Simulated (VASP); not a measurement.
# K3I2Br (P-3m1) in VASP: notebook, part 2 of 2

VASP 6.6.1. The steps go on from the part before.

### Step 4. Single point, LDA

This run uses another cell than the first one, of 34.09 Å³/atom.

INCAR reads:

```
PREC = Accurate
ENCUT = 520
EDIFF = 1E-6
ISMEAR = 0
SIGMA = 0.05
LREAL = False
LASPH = True
NELM = 80
ALGO = Normal
ISIF = 2
LWAVE = False
LCHARG = True
GGA = CA
LELF = True
LVHAR = True
NBANDS = 33
```

KPOINTS reads:

```
regular mesh
0
Gamma
  6 6 2
```

POSCAR reads:

```
K3I2Br
1.0
    4.7110565424      0.0000000000      0.0000000000
   -2.3555282712      4.0798946443      0.0000000000
    0.0000000000      0.0000000000     10.6426000000
K I Br
3 2 1
Direct
    0.0000000000      0.0000000000      0.5000000000
    0.3333333333      0.6666666667      0.1473607432
    0.6666666667      0.3333333333      0.8526392568
    0.3333333333      0.6666666667      0.6763530232
    0.6666666667      0.3333333333      0.3236469768
    0.0000000000      0.0000000000      0.0000000000
```

Potentials or basis: VASP PAW LDA potentials, release 64 (K_sv, I, Br).

Started as:

```console
$ cat potpaw_LDA.64/K_sv/POTCAR potpaw_LDA.64/I/POTCAR potpaw_LDA.64/Br/POTCAR > POTCAR
$ mpirun -np 1 vasp_std > vasp.out
```

OUTCAR:

```text
PREC = Accurate
   ENCUT = 520
   EDIFF = 1E-6
   ISMEAR = 0
   LREAL = False
   LASPH = True
   NELM = 80
   ISIF = 2
   GGA = CA

 ion  position               nearest neighbor table
   1  0.000  0.000  0.500-   4 3.30   5 3.30   4 3.30   5 3.30   5 3.30   4 3.30
   2  0.333  0.667  0.147-   6 3.14   6 3.14   6 3.14   5 3.30   5 3.30   5 3.30
   3  0.667  0.333  0.853-   6 3.14   6 3.14   6 3.14   4 3.30   4 3.30   4 3.30
   4  0.333  0.667  0.676-   3 3.30   3 3.30   3 3.30   1 3.30   1 3.30   1 3.30
   5  0.667  0.333  0.324-   2 3.30   2 3.30   2 3.30   1 3.30   1 3.30   1 3.30
   6  0.000  0.000  0.000-   2 3.14   3 3.14   2 3.14   3 3.14   3 3.14   2 3.14

  LATTYP: Found a hexagonal cell.
 ALAT       =     4.7110565424
 C/A-ratio  =     2.2590686196

  Lattice vectors:

 A1 = (   4.7110565424,   0.0000000000,   0.0000000000)
 A2 = (  -2.3555282712,   4.0798946443,   0.0000000000)
 A3 = (   0.0000000000,   0.0000000000,  10.6426000000)

Analysis of symmetry for initial positions (statically):
=====================================================================
 Subroutine PRICEL returns:
 Original cell was already a primitive cell.

 Routine SETGRP: Setting up the symmetry group for a
 hexagonal supercell.

 Subroutine GETGRP returns: Found 12 space group operations
 (whereof 12 operations were pure point group operations)
 out of a pool of 24 trial point group operations.

The static configuration has the point symmetry D_3d.

Analysis of symmetry for dynamics (positions and initial velocities):
=====================================================================
 Subroutine PRICEL returns:
 Original cell was already a primitive cell.

 Routine SETGRP: Setting up the symmetry group for a
 hexagonal supercell.
[... 119 lines left out ...]
   IALGO  =     38    algorithm
   IMIX   =      4    mixing-type and parameters
     AMIX     =   0.40;   BMIX     =  1.00
     AMIX_MAG =   1.60;   BMIX_MAG =  1.00
  volume/ion in A,a.u.               =      34.09       230.07
  Fermi-wavevector in a.u.,A,eV,Ry     =   1.009757  1.908164 13.872628  1.019609
  Thomas-Fermi vector in A             =   2.142705
   LORBIT       =      0    0 simple, 1 ext, 2 COOP (PROOUT), +10 PAW based schemes
   GGA     = CA    functional components
   LHFCALC =     F    Hartree Fock is set to
   AEXX    =    0.0000 exact exchange contribution
   IVDW    =     0    specifies the selected vdW correction
   LEPSILON=     F    determine dielectric tensor
   LRPA    =     F    only Hartree local field effects (RPA)
 non-spin polarized calculation
 Gauss-broadening in eV      SIGMA  =   0.05
  energy-cutoff  :      520.00
  volume of cell :      204.56
 maximum number of plane-waves:      5538
 NGX is ok and might be reduce to    36
   NGX = 17   NGY = 17   NGZ = 39

 number of electron      48.0000001 magnetization

 Free energy of the ion-electron system (eV)
  ---------------------------------------------------
  ext. energy  EPLUGINS =         0.00000000
  ---------------------------------------------------
  free energy    TOTEN  =       -19.02180204 eV

  energy without entropy =      -19.02180204  energy(sigma->0) =      -19.02180204

 E-fermi :   0.4657     XC(G=0):  -8.4870

 val. band max:        0.2485715843   @ k =   0.0000   0.0000   0.0000
 cond. band min:       4.3059968269   @ k =   0.0000   0.0000   0.0000
 fundamental gap:      4.0574252426
 Fermi energy:         0.4656584095

 k-point     1 :       0.0000    0.0000    0.0000
  band No.  band energies     occupation
      1     -27.6079      2.00000
      2     -27.5935      2.00000
      3     -27.5370      2.00000
      4     -13.0315      2.00000
      5     -11.7090      2.00000
      6     -11.4382      2.00000
[... 493 lines left out ...]
     32       7.9355      0.00000
     33       7.9393      0.00000

------------------------ aborting loop because EDIFF is reached ----------------------------------------

  FORCE on cell =-STRESS in cart. coord.  units (eV):
  Direction    XX          YY          ZZ          XY          YZ          ZX
  --------------------------------------------------------------------------------------
  -------------------------------------------------------------------------------------
  Total        2.1095992      2.1095992      2.5924870     -0.0000000      0.0000000      0.0000000
  in kB       16.5232522     16.5232522     20.3054287     -0.0000000      0.0000000      0.0000000
  external PRESSURE =      17.7839777 kB  Pullay stress =       0.0000000 kB

 VOLUME and BASIS-vectors are now :
 -----------------------------------------------------------------------------
  energy-cutoff  :      520.00
  volume of cell :      204.56
      direct lattice vectors                 reciprocal lattice vectors
     4.711056542  0.000000000  0.000000000     0.212266610  0.122552184  0.000000000
    -2.355528271  4.079894644  0.000000000     0.000000000  0.245104368  0.000000000
     0.000000000  0.000000000 10.642600000     0.000000000  0.000000000  0.093962002

 POSITION                                       TOTAL-FORCE (eV/Angst)
 -----------------------------------------------------------------------------------
      0.00000      0.00000      5.32130        -0.000000      0.000000      0.000000
     -0.00000      2.71993      1.56830        -0.000000     -0.000000      0.005748
      2.35553      1.35996      9.07430         0.000000      0.000000     -0.005748
     -0.00000      2.71993      7.19815         0.000000      0.000000      0.000984
      2.35553      1.35996      3.44445        -0.000000      0.000000     -0.000984
      0.00000      0.00000      0.00000        -0.000000      0.000000      0.000000
 -----------------------------------------------------------------------------------
    total drift:                                0.000000     -0.000000     -0.000000

  FREE ENERGIE OF THE ION-ELECTRON SYSTEM (eV)
  ---------------------------------------------------
  free  energy   TOTEN  =       -19.0218020356 eV

  energy  without entropy=      -19.0218020356  energy(sigma->0) =      -19.02180204
```

stdout:

```text
POSCAR found type information on POSCAR K I Br
 POSCAR found :  3 types and       6 ions
 scaLAPACK will be used
 LDA part: xc-table for (Slater(with rela. corr.)+CA(PZ))
 , standard interpolation
 POSCAR, INCAR and KPOINTS ok, starting setup
 FFT: planning ... GRIDC
 FFT: planning ... GRID_SOFT
 FFT: planning ... GRID
 WAVECAR not read
 entering main loop
```

Wall time 3.1 min (1 thread of Intel Xeon 8259CL, shared host); peak memory 0.3 GiB.

What came out:

| Item | Value |
| --- | --- |
| Free energy | -19.0218 eV |
| Pressure | 1.8 GPa |
| Largest force | 0.006 eV/Å |
| Band gap on the k mesh | 4.06 eV |

Forces on the atoms (eV/Å):
```
K    0.000  0.000  0.000
K    0.000  0.000  0.006
K    0.000  0.000 -0.006
I    0.000  0.000  0.001
I    0.000  0.000 -0.001
Br   0.000  0.000  0.000
```

Caveat: spin-orbit coupling is left out, which moves the levels of the heavy elements.

### Step 5. Overview

```csv
cell,gap on the mesh (eV),pressure (GPa),largest force (eV/Å)
"a = 4.476, b = 4.475, c = 11.568 Å, angles 90.0, 90.0, 120.0°, 6 atoms, atomic positions A",3.90,2.4,-
"a = 4.593, b = 4.593, c = 11.105 Å, angles 90.0, 90.0, 120.0°, 6 atoms, atomic positions B",4.02,2.1,0.01
"a = 4.711, b = 4.711, c = 10.643 Å, angles 90.0, 90.0, 120.0°, 6 atoms, atomic positions C",4.06,1.8,0.01
```

Alike in all rows: task single point; level LDA; potentials or basis VASP PAW LDA potentials, release 64 (K_sv, I, Br); no spin polarisation; k mesh 6 × 6 × 2; cutoff (eV) 520; smearing gaussian 0.05 eV.

Caveats: spin-orbit coupling is left out, which moves the levels of the heavy elements.

Total energies depend on the potentials used, so only differences within one code and one set of settings carry meaning.
